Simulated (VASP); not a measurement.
# AlGaN2 (P-4m2) in VASP: notebook

The runs below take AlGaN2 through single point, with LDA.

All numbers are computed with VASP 6.6.1; they aren't measurements. Logs are shortened: lines on timing, memory, paths and dates and some standing lists are left out, and cuts for length are marked.

## 1. The cell of the first run

The structure is tetragonal, space group P-4m2 (No. 115). Conventional cell: a = 2.852 Å, b = 2.852 Å, c = 4.814 Å, α = 90.00°, β = 90.00°, γ = 90.00°. Within 2.4 Å of Al (site symmetry -4m2) lie 4 N at 1.84 Å. Within 2.5 Å of Ga (site symmetry -4m2) lie 4 N at 1.89 Å. Within 2.4 Å of N (site symmetry 2mm) lie 2 Al at 1.84 Å and 2 Ga at 1.89 Å.

## 2. Single point, LDA (9.79 Å³/atom)

Input file INCAR:

```
PREC = Accurate ; ENCUT = 1330
EDIFF = 1E-6 ; ISMEAR = 0
SIGMA = 0.05 ; LREAL = False
LASPH = True ; NELM = 120
ALGO = Normal ; ISIF = 2
LWAVE = False ; LCHARG = True
LELF = True ; LVHAR = True
NBANDS = 21 ; GGA_COMPAT = False
```

Input file KPOINTS:

```
regular mesh
0
Gamma
  8 8 6
```

Input file POSCAR:

```
AlGaN2
1.0
    2.8515055234      0.0000000000      0.0000000000
    0.0000000000      2.8515055234      0.0000000000
    0.0000000000      0.0000000000      4.8136264740
Al Ga N
1 1 2
Direct
    0.5000000000      0.5000000000      0.5000000000
    0.0000000000      0.0000000000      0.0000000000
    0.5000000000      0.0000000000      0.7417621477
    0.0000000000      0.5000000000      0.2582378523
```

Potentials or basis: VASP PAW LDA potentials, release 64 (Al, Ga_d, N_h).

Command:

```console
$ cat potpaw_LDA.64/Al/POTCAR potpaw_LDA.64/Ga_d/POTCAR potpaw_LDA.64/N_h/POTCAR > POTCAR
$ mpirun -np 1 vasp_std > vasp.out
```

OUTCAR:

```text
PREC = Accurate
   ENCUT = 1330
   EDIFF = 1E-6
   ISMEAR = 0
   LREAL = False
   LASPH = True
   NELM = 120
   ISIF = 2

 ion  position               nearest neighbor table
   1  0.500  0.500  0.500-   3 1.84   4 1.84   3 1.84   4 1.84   2 3.14   2 3.14   2 3.14   2 3.14
                             2 3.14   2 3.14   2 3.14   2 3.14
   2  0.000  0.000  0.000-   3 1.89   4 1.89   4 1.89   3 1.89   1 3.14   1 3.14   1 3.14   1 3.14
                             1 3.14   1 3.14   1 3.14   1 3.14
   3  0.500  0.000  0.742-   1 1.84   1 1.84   2 1.89   2 1.89
   4  0.000  0.500  0.258-   1 1.84   1 1.84   2 1.89   2 1.89

  LATTYP: Found a simple tetragonal cell.
 ALAT       =     2.8515055234
 C/A-ratio  =     1.6881000000

  Lattice vectors:

 A1 = (   2.8515055234,   0.0000000000,   0.0000000000)
 A2 = (   0.0000000000,   2.8515055234,   0.0000000000)
 A3 = (   0.0000000000,   0.0000000000,   4.8136264740)

Analysis of symmetry for initial positions (statically):
=====================================================================
 Subroutine PRICEL returns:
 Original cell was already a primitive cell.

 Routine SETGRP: Setting up the symmetry group for a
 simple tetragonal supercell.

 Subroutine GETGRP returns: Found  8 space group operations
 (whereof  8 operations were pure point group operations)
 out of a pool of 16 trial point group operations.

The static configuration has the point symmetry D_2d.

Analysis of symmetry for dynamics (positions and initial velocities):
=====================================================================
 Subroutine PRICEL returns:
 Original cell was already a primitive cell.

 Routine SETGRP: Setting up the symmetry group for a
 simple tetragonal supercell.

 Subroutine GETGRP returns: Found  8 space group operations
 (whereof  8 operations were pure point group operations)
 out of a pool of 16 trial point group operations.

The dynamic configuration has the point symmetry D_2d.

 Subroutine INISYM returns: Found  8 space group operations
 (whereof  8 operations are pure point group operations),
 and found     1 'primitive' translations

----------------------------------------------------------------------------------------

                                     Primitive cell

  volume of cell :      39.1400

  direct lattice vectors                    reciprocal lattice vectors
     2.851505523  0.000000000  0.000000000     0.350691939  0.000000000  0.000000000
     0.000000000  2.851505523  0.000000000     0.000000000  0.350691939  0.000000000
     0.000000000  0.000000000  4.813626474     0.000000000  0.000000000  0.207743581

  length of vectors
     2.851505523  2.851505523  4.813626474     0.350691939  0.350691939  0.207743581

  position of ions in fractional coordinates (direct lattice)
     0.500000000  0.500000000  0.500000000
     0.000000000  0.000000000  0.000000000
     0.500000000  0.000000000  0.741762148
     0.000000000  0.500000000  0.258237852

  ion indices of the primitive-cell ions
   primitive index   ion index
                 1           1
                 2           2
                 3           3
                 4           4

----------------------------------------------------------------------------------------

 KPOINTS: regular mesh

Automatic generation of k-mesh.
 Grid dimensions read from file:
 generate k-points for:    8    8    6

 Generating k-lattice:

  Cartesian coordinates                     Fractional coordinates (reciprocal lattice)
     0.043836492  0.000000000  0.000000000     0.125000000  0.000000000  0.000000000
     0.000000000  0.043836492  0.000000000     0.000000000  0.125000000  0.000000000
     0.000000000  0.000000000  0.034623930     0.000000000  0.000000000  0.166666667

  Length of vectors
     0.043836492  0.043836492  0.034623930

  Shift w.r.t. Gamma in fractional coordinates (k-lattice)
     0.000000000  0.000000000  0.000000000

 Subroutine IBZKPT returns following result:
 ===========================================

 Found     60 irreducible k-points:

 Following reciprocal coordinates:
            Coordinates               Weight
  0.000000  0.000000  0.000000      1.000000
  0.125000  0.000000  0.000000      4.000000
  0.250000  0.000000  0.000000      4.000000
  0.375000  0.000000  0.000000      4.000000
  0.500000  0.000000  0.000000      2.000000
  0.125000  0.125000  0.000000      4.000000
[... 16 lines left out ...]
  0.375000  0.125000  0.166667     16.000000
  0.500000  0.125000  0.166667      8.000000
 [... further k-points ...]
   k-points           NKPTS =     60   k-points in BZ     NKDIM =     60   number of bands    NBANDS=     21
   number of dos      NEDOS =    301   number of ions     NIONS =      4
   total plane-waves  NPLWV =  77760
   dimension x,y,z NGX =    36 NGY =   36 NGZ =   60
   dimension x,y,z NGXF=    72 NGYF=   72 NGZF=  120
   ions per type =               1   1   2
   NGX,Y,Z   is equivalent  to a cutoff of  20.99, 20.99, 20.72 a.u.
   NGXF,Y,Z  is equivalent  to a cutoff of  41.98, 41.98, 41.44 a.u.
 SYSTEM =  unknown system
   PREC   = accura    normal or accurate (medium, high low for compatibility)
   ISTART =      0    job   : 0-new  1-cont  2-samecut
   ICHARG =      2    charge: 1-file 2-atom 10-const
   ISPIN  =      1    spin polarized calculation?
   LNONCOLLINEAR =      F non collinear calculations
   LSORBIT =      F    spin-orbit coupling
   LASPH  =      T    aspherical Exc in radial PAW
   ENCUT  = 1330.0 eV  97.75 Ry    9.89 a.u.   8.48  8.48 14.31*2*pi/ulx,y,z
   NELM   =    120;   NELMIN=  2; NELMDL= -5     # of ELM steps
   EDIFF  = 0.1E-05   stopping-criterion for ELM
   LREAL  =      F    real-space projection
   EDIFFG = 0.1E-04   stopping-criterion for IOM
   NSW    =      0    number of steps for IOM
   IBRION =     -1    ionic relax: 0-MD 1-quasi-New 2-CG
   NFREE  =      0    steps in history (QN), initial steepest desc. (CG)
   ISIF   =      2    stress and relaxation
   ISYM   =      2    0-nonsym 1-usesym 2-fastsym
   POTIM  = 0.5000    time-step for ionic-motion
   TEBEG  =    0.0;   TEEND  =   0.0 temperature during run
   PSTRESS=    0.0 pullay stress
   NELECT =      26.0000    total number of electrons
   NUPDOWN=      -1.0000    fix difference up-down
   EMIN   =  10.00;   EMAX   =-10.00  energy-range for DOS
   EFERMI =   0.00;   METHOD = LEGACY
   ISMEAR =     0;   SIGMA  =   0.05  broadening in eV -4-tet -1-fermi 0-gaus
   EFERMI_NEDOS =   21; number of points for ismear=-14 and -15
   IALGO  =     38    algorithm
   IMIX   =      4    mixing-type and parameters
     AMIX     =   0.40;   BMIX     =  1.00
     AMIX_MAG =   1.60;   BMIX_MAG =  1.00
  volume/ion in A,a.u.               =       9.79        66.03
  Fermi-wavevector in a.u.,A,eV,Ry     =   1.428430  2.699342 27.761500  2.040413
  Thomas-Fermi vector in A             =   2.548493
   LORBIT       =      0    0 simple, 1 ext, 2 COOP (PROOUT), +10 PAW based schemes
   GGA     = CA    functional components
   LHFCALC =     F    Hartree Fock is set to
   AEXX    =    0.0000 exact exchange contribution
   IVDW    =     0    specifies the selected vdW correction
   LEPSILON=     F    determine dielectric tensor
   LRPA    =     F    only Hartree local field effects (RPA)
 non-spin polarized calculation
 Gauss-broadening in eV      SIGMA  =   0.05
  energy-cutoff  :     1330.00
  volume of cell :       39.14
 maximum number of plane-waves:      4344
 NGX is ok and might be reduce to    36
   NGX = 17   NGY = 17   NGZ = 29

 number of electron      26.0000000 magnetization

 Free energy of the ion-electron system (eV)
  ---------------------------------------------------
  ext. energy  EPLUGINS =         0.00000000
  ---------------------------------------------------
  free energy    TOTEN  =       -29.62681123 eV

  energy without entropy =      -29.62681123  energy(sigma->0) =      -29.62681123

 E-fermi :   7.7250     XC(G=0): -12.3044

 val. band max:        7.4240796941   @ k =   0.2500   0.0000   0.0000
 cond. band min:      10.0116811738   @ k =   0.5000   0.5000   0.0000
 fundamental gap:      2.5876014798
 Fermi energy:         7.7250309681

 k-point     1 :       0.0000    0.0000    0.0000
  band No.  band energies     occupation
      1      -9.2037      2.00000
      2      -7.5442      2.00000
      3      -6.1770      2.00000
      4      -6.1598      2.00000
      5      -6.1598      2.00000
      6      -5.9635      2.00000
[... 13 lines left out ...]
     20      19.2321      0.00000
     21      22.5312      0.00000

 k-point     2 :       0.1250    0.0000    0.0000
  band No.  band energies     occupation
      1      -9.0246      2.00000
      2      -7.5284      2.00000
      3      -6.2389      2.00000
      4      -6.1551      2.00000
      5      -6.1159      2.00000
      6      -5.9835      2.00000
[... 13 lines left out ...]
     20      19.8754      0.00000
     21      22.7637      0.00000

 k-point     3 :       0.2500    0.0000    0.0000
  band No.  band energies     occupation
      1      -8.5467      2.00000
      2      -7.5045      2.00000
      3      -6.2912      2.00000
      4      -6.1437      2.00000
      5      -6.0312      2.00000
      6      -5.9848      2.00000
[... 13 lines left out ...]
     20      20.0229      0.00000
     21      22.4514      0.00000
[... 457 lines left out ...]
 k-point    23 :       0.3750    0.1250    0.1667
  band No.  band energies     occupation
      1      -7.8579      2.00000
      2      -7.4648      2.00000
      3      -6.2212      2.00000
      4      -6.1332      2.00000
      5      -6.1130      2.00000
      6      -5.6101      2.00000
[... 13 lines left out ...]
     20      19.9290      0.00000
     21      21.2983      0.00000

 k-point    24 :       0.5000    0.1250    0.1667
  band No.  band energies     occupation
      1      -7.6822      2.00000
      2      -7.4380      2.00000
      3      -6.1972      2.00000
      4      -6.1401      2.00000
      5      -6.1081      2.00000
      6      -5.1987      2.00000
[... 13 lines left out ...]
     20      20.3356      0.00000
     21      20.9468      0.00000

 [... further k-points ...]
[... 5 lines left out ...]
  --------------------------------------------------------------------------------------
  -------------------------------------------------------------------------------------
  Total        7.6486714      7.6486714     -1.3987322      0.0000000      0.0000000     -0.0000000
  in kB      313.0947335    313.0947335    -57.2564409      0.0000000      0.0000000     -0.0000000
  external PRESSURE =     189.6443420 kB  Pullay stress =       0.0000000 kB

 VOLUME and BASIS-vectors are now :
 -----------------------------------------------------------------------------
  energy-cutoff  :     1330.00
  volume of cell :       39.14
      direct lattice vectors                 reciprocal lattice vectors
     2.851505523  0.000000000  0.000000000     0.350691939  0.000000000  0.000000000
     0.000000000  2.851505523  0.000000000     0.000000000  0.350691939  0.000000000
     0.000000000  0.000000000  4.813626474     0.000000000  0.000000000  0.207743581

 POSITION                                       TOTAL-FORCE (eV/Angst)
 -----------------------------------------------------------------------------------
      1.42575      1.42575      2.40681        -0.000000      0.000000      0.000000
      0.00000      0.00000      0.00000        -0.000000      0.000000      0.000000
      1.42575      0.00000      3.57057        -0.000000      0.000000     -0.038223
      0.00000      1.42575      1.24306         0.000000     -0.000000      0.038223
 -----------------------------------------------------------------------------------
    total drift:                                0.000000     -0.000000      0.000000

  FREE ENERGIE OF THE ION-ELECTRON SYSTEM (eV)
  ---------------------------------------------------
  free  energy   TOTEN  =       -29.6268112285 eV

  energy  without entropy=      -29.6268112285  energy(sigma->0) =      -29.62681123
```

Run time: 2.3 min. Hardware: 1 thread of AMD EPYC 7R43 (Zen 3), shared host; peak memory 0.32 GiB.

What came out:

```yaml
Free_energy: -29.6268 eV
Pressure: 19.0 GPa
Largest_force: 0.038 eV/Å
Band_gap_on_the_k_mesh: 2.59 eV (least direct gap 3.12 eV)
```

Forces in eV/Å, atoms in the order of the input:
```
Al   0.000  0.000  0.000
Ga   0.000  0.000  0.000
N    0.000  0.000 -0.038
N    0.000  0.000  0.038
```

Caveat: the stress differs along the axes, from -6 to 31 GPa. A k mesh can miss the band edges.

(Continued in part 2 of 2.)
